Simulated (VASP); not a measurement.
# Mo (Im-3m) in VASP: a series of runs

Runs on Mo. Level: PBE. Tasks: single point, relaxation of cell and atoms.

Everything below comes from runs of VASP 6.6.1. Logs are shortened: lines on timing, memory, paths and dates and some standing lists are left out, and cuts for length are marked.

## Step 1: The cell of the first run

Symmetry: Im-3m, No. 229, cubic system. The conventional cell has a = 3.108 Å, b = 3.108 Å, c = 3.108 Å, α = 90.00°, β = 90.00°, γ = 90.00°. Within 3.5 Å of Mo (site symmetry m-3m) lie 14 Mo at 2.69 to 3.11 Å.

## Step 2: Single point, PBE (volume scaled by 0.95)

INCAR

```
SYSTEM = Mo
PREC = Accurate
ENCUT = 520
EDIFF = 1E-7
ISMEAR = -1
SIGMA = 0.08
LREAL = .False.
LASPH = .True.
NELM = 100
ALGO = Normal
ISIF = 2
LWAVE = .False.
LCHARG = .True.
GGA = PE
LELF = .True.
LVHAR = .True.
NBANDS = 13
```

KPOINTS

```
regular mesh
0
Gamma
  17 17 17
  0 0 0
```

POSCAR

```
Mo
1.0
   -1.5538586500      1.5538586500      1.5538586500
    1.5538586500     -1.5538586500      1.5538586500
    1.5538586500      1.5538586500     -1.5538586500
Mo
1
Direct
    0.0000000000      0.0000000000      0.0000000000
```

Potentials or basis: VASP PAW PBE potentials, release 64 (Mo_sv).

On the command line:

```bash
> cat potpaw_PBE.64/Mo_sv/POTCAR > POTCAR
> mpirun -np 1 vasp_std > vasp.out
```

OUTCAR:

```text
SYSTEM = Mo
   PREC = Accurate
   ENCUT = 520
   EDIFF = 1E-7
   ISMEAR = -1
   LREAL = .False.
   LASPH = .True.
   NELM = 100
   ISIF = 2
   GGA = PE

 ion  position               nearest neighbor table
   1  0.000  0.000  0.000-

  LATTYP: Found a body centered cubic cell.
 ALAT       =     3.1077173000

  Lattice vectors:

 A1 = (  -1.5538586500,   1.5538586500,   1.5538586500)
 A2 = (   1.5538586500,  -1.5538586500,   1.5538586500)
 A3 = (   1.5538586500,   1.5538586500,  -1.5538586500)

Analysis of symmetry for initial positions (statically):
=====================================================================
 Subroutine PRICEL returns:
 Original cell was already a primitive cell.

 Routine SETGRP: Setting up the symmetry group for a
 body centered cubic supercell.

 Subroutine GETGRP returns: Found 48 space group operations
 (whereof 48 operations were pure point group operations)
 out of a pool of 48 trial point group operations.

The static configuration has the point symmetry O_h .

Analysis of symmetry for dynamics (positions and initial velocities):
=====================================================================
 Subroutine PRICEL returns:
 Original cell was already a primitive cell.

 Routine SETGRP: Setting up the symmetry group for a
 body centered cubic supercell.

 Subroutine GETGRP returns: Found 48 space group operations
 (whereof 48 operations were pure point group operations)
 out of a pool of 48 trial point group operations.

The dynamic configuration has the point symmetry O_h .

 Subroutine INISYM returns: Found 48 space group operations
 (whereof 48 operations are pure point group operations),
 and found     1 'primitive' translations

----------------------------------------------------------------------------------------

                                     Primitive cell

  volume of cell :      15.0070

  direct lattice vectors                    reciprocal lattice vectors
    -1.553858650  1.553858650  1.553858650     0.000000000  0.321779590  0.321779590
     1.553858650 -1.553858650  1.553858650     0.321779590  0.000000000  0.321779590
     1.553858650  1.553858650 -1.553858650     0.321779590  0.321779590  0.000000000

  length of vectors
     2.691362130  2.691362130  2.691362130     0.455065061  0.455065061  0.455065061

  position of ions in fractional coordinates (direct lattice)
     0.000000000  0.000000000  0.000000000

  ion indices of the primitive-cell ions
   primitive index   ion index
                 1           1

----------------------------------------------------------------------------------------

 KPOINTS: regular mesh

Automatic generation of k-mesh.
 Grid dimensions read from file:
 generate k-points for:   17   17   17

 Generating k-lattice:

  Cartesian coordinates                     Fractional coordinates (reciprocal lattice)
     0.000000000  0.018928211  0.018928211     0.058823529  0.000000000  0.000000000
     0.018928211  0.000000000  0.018928211     0.000000000  0.058823529  0.000000000
     0.018928211  0.018928211  0.000000000     0.000000000  0.000000000  0.058823529

  Length of vectors
     0.026768533  0.026768533  0.026768533

  Shift w.r.t. Gamma in fractional coordinates (k-lattice)
     0.000000000  0.000000000  0.000000000

 Subroutine IBZKPT returns following result:
 ===========================================

 Found    165 irreducible k-points:

 Following reciprocal coordinates:
            Coordinates               Weight
  0.000000  0.000000  0.000000      1.000000
  0.058824  0.000000  0.000000     12.000000
  0.117647  0.000000  0.000000     12.000000
  0.176471  0.000000  0.000000     12.000000
  0.235294  0.000000  0.000000     12.000000
  0.294118  0.000000  0.000000     12.000000
[... 16 lines left out ...]
  0.411765  0.117647  0.000000     48.000000
  0.176471  0.176471  0.000000     24.000000
 [... further k-points ...]
   k-points           NKPTS =    165   k-points in BZ     NKDIM =    165   number of bands    NBANDS=     13
   number of dos      NEDOS =    301   number of ions     NIONS =      1
   total plane-waves  NPLWV =   8000
   dimension x,y,z NGX =    20 NGY =   20 NGZ =   20
   dimension x,y,z NGXF=    40 NGYF=   40 NGZF=   40
   ions per type =               1
   NGX,Y,Z   is equivalent  to a cutoff of  12.35, 12.35, 12.35 a.u.
   NGXF,Y,Z  is equivalent  to a cutoff of  24.71, 24.71, 24.71 a.u.
 SYSTEM =  Mo
   PREC   = accura    normal or accurate (medium, high low for compatibility)
   ISTART =      0    job   : 0-new  1-cont  2-samecut
   ICHARG =      2    charge: 1-file 2-atom 10-const
   ISPIN  =      1    spin polarized calculation?
   LNONCOLLINEAR =      F non collinear calculations
   LSORBIT =      F    spin-orbit coupling
   LASPH  =      T    aspherical Exc in radial PAW
   ENCUT  =  520.0 eV  38.22 Ry    6.18 a.u.   5.00  5.00  5.00*2*pi/ulx,y,z
   NELM   =    100;   NELMIN=  2; NELMDL= -5     # of ELM steps
   EDIFF  = 0.1E-06   stopping-criterion for ELM
   LREAL  =      F    real-space projection
   EDIFFG = 0.1E-05   stopping-criterion for IOM
   NSW    =      0    number of steps for IOM
   IBRION =     -1    ionic relax: 0-MD 1-quasi-New 2-CG
   NFREE  =      0    steps in history (QN), initial steepest desc. (CG)
   ISIF   =      2    stress and relaxation
   ISYM   =      2    0-nonsym 1-usesym 2-fastsym
   POTIM  = 0.5000    time-step for ionic-motion
   TEBEG  =    0.0;   TEEND  =   0.0 temperature during run
   PSTRESS=    0.0 pullay stress
   NELECT =      14.0000    total number of electrons
   NUPDOWN=      -1.0000    fix difference up-down
   EMIN   =  10.00;   EMAX   =-10.00  energy-range for DOS
   EFERMI =   0.00;   METHOD = LEGACY
   ISMEAR =    -1;   SIGMA  =   0.08  broadening in eV -4-tet -1-fermi 0-gaus
   EFERMI_NEDOS =   21; number of points for ismear=-14 and -15
   IALGO  =     38    algorithm
   IMIX   =      4    mixing-type and parameters
     AMIX     =   0.40;   BMIX     =  1.00
     AMIX_MAG =   1.60;   BMIX_MAG =  1.00
  volume/ion in A,a.u.               =      15.01       101.27
  Fermi-wavevector in a.u.,A,eV,Ry     =   1.599629  3.022861 34.814774  2.558814
  Thomas-Fermi vector in A             =   2.696892
   LORBIT       =      0    0 simple, 1 ext, 2 COOP (PROOUT), +10 PAW based schemes
   GGA     = PE    functional components
   LHFCALC =     F    Hartree Fock is set to
   AEXX    =    0.0000 exact exchange contribution
   IVDW    =     0    specifies the selected vdW correction
   LEPSILON=     F    determine dielectric tensor
   LRPA    =     F    only Hartree local field effects (RPA)
 non-spin polarized calculation
  energy-cutoff  :      520.00
  volume of cell :       15.01
 maximum number of plane-waves:       420
   NGX =  9   NGY =  9   NGZ =  9

 number of electron      13.9999997 magnetization

 Free energy of the ion-electron system (eV)
  ---------------------------------------------------
  ext. energy  EPLUGINS =         0.00000000
  ---------------------------------------------------
  free energy    TOTEN  =       -10.90495048 eV

  energy without entropy =      -10.89300681  energy(sigma->0) =      -10.89897865

 E-fermi :  13.3086     XC(G=0): -13.6228

 val. band max:       13.2504788753   @ k =  -0.2941   0.2941   0.2941
 cond. band min:      13.3259081460   @ k =  -0.3529   0.3529   0.2353
 fundamental gap:      0.0754292708
 Fermi energy:        13.3085535028

 k-point     1 :       0.0000    0.0000    0.0000
  band No.  band energies     occupation
      1     -48.0324      2.00000
      2     -21.1978      2.00000
      3     -21.1978      2.00000
      4     -21.1978      2.00000
      5       5.8964      2.00000
      6      11.8138      2.00000
      7      11.8138      2.00000
      8      11.8138      2.00000
      9      14.9946      0.00000
     10      14.9946      0.00000
     11      28.1521      0.00000
     12      28.1521      0.00000
     13      28.1521      0.00000

 k-point     2 :       0.0588    0.0000    0.0000
  band No.  band energies     occupation
      1     -48.0221      2.00000
      2     -21.2557      2.00000
      3     -21.2155      2.00000
      4     -21.1983      2.00000
      5       6.0573      2.00000
      6      11.7212      2.00000
      7      11.7986      2.00000
      8      11.9657      2.00000
      9      14.8545      0.00000
     10      14.9963      0.00000
     11      28.2773      0.00000
     12      28.4239      0.00000
     13      28.4887      0.00000

 k-point     3 :       0.1176    0.0000    0.0000
  band No.  band energies     occupation
      1     -47.9927      2.00000
      2     -21.4197      2.00000
      3     -21.2659      2.00000
      4     -21.1997      2.00000
      5       6.5116      2.00000
      6      11.4665      2.00000
      7      11.7310      2.00000
      8      12.4145      1.99997
      9      14.5609      0.00000
     10      15.0088      0.00000
     11      28.5722      0.00000
     12      29.2132      0.00000
     13      29.3145      0.00000
[... 305 lines left out ...]
 k-point    23 :       0.4118    0.1176    0.0000
  band No.  band energies     occupation
      1     -47.7130      2.00000
      2     -22.7102      2.00000
      3     -21.7683      2.00000
      4     -21.2890      2.00000
      5       8.1243      2.00000
      6       9.8113      2.00000
      7      13.4228      0.38672
      8      14.9008      0.00000
      9      16.2467      0.00000
     10      19.3366      0.00000
     11      25.2184      0.00000
     12      26.1441      0.00000
     13      30.5041      0.00000

 k-point    24 :       0.1765    0.1765    0.0000
  band No.  band energies     occupation
      1     -47.8229      2.00000
      2     -22.2200      2.00000
      3     -21.5377      2.00000
      4     -21.3049      2.00000
      5       8.6956      2.00000
      6      10.5285      2.00000
      7      10.9179      2.00000
      8      14.1008      0.00010
      9      15.5956      0.00000
     10      16.1217      0.00000
     11      28.3791      0.00000
     12      29.4328      0.00000
     13      32.1421      0.00000

 [... further k-points ...]

------------------------ aborting loop because EDIFF is reached ----------------------------------------

  FORCE on cell =-STRESS in cart. coord.  units (eV):
  Direction    XX          YY          ZZ          XY          YZ          ZX
  --------------------------------------------------------------------------------------
  -------------------------------------------------------------------------------------
  Total        1.4474865      1.4474865      1.4474865      0.0000000      0.0000000     -0.0000000
  in kB      154.5363240    154.5363240    154.5363240      0.0000000      0.0000000     -0.0000000
  external PRESSURE =     154.5363240 kB  Pullay stress =       0.0000000 kB

 VOLUME and BASIS-vectors are now :
 -----------------------------------------------------------------------------
  energy-cutoff  :      520.00
  volume of cell :       15.01
      direct lattice vectors                 reciprocal lattice vectors
    -1.553858650  1.553858650  1.553858650     0.000000000  0.321779590  0.321779590
     1.553858650 -1.553858650  1.553858650     0.321779590  0.000000000  0.321779590
     1.553858650  1.553858650 -1.553858650     0.321779590  0.321779590  0.000000000

 POSITION                                       TOTAL-FORCE (eV/Angst)
 -----------------------------------------------------------------------------------
      0.00000      0.00000      0.00000         0.000000     -0.000000      0.000000
 -----------------------------------------------------------------------------------
    total drift:                                0.000000     -0.000000      0.000000

  FREE ENERGIE OF THE ION-ELECTRON SYSTEM (eV)
  ---------------------------------------------------
  free  energy   TOTEN  =       -10.9049504842 eV

  energy  without entropy=      -10.8930068110  energy(sigma->0) =      -10.89897865
```

Wall time 19 s (1 thread of Intel Xeon Platinum 8259CL at 2.50GHz (Skylake/Cascade Lake), shared host); peak memory 0.14 GiB.

What came out:

```
Free energy            : -10.9050 eV
Pressure               : 15.5 GPa
Band gap on the k mesh : zero (band 7 reaches 17.23 eV, above the bottom of band 8 at 11.81 eV)
```

[end of part 1 of 2]
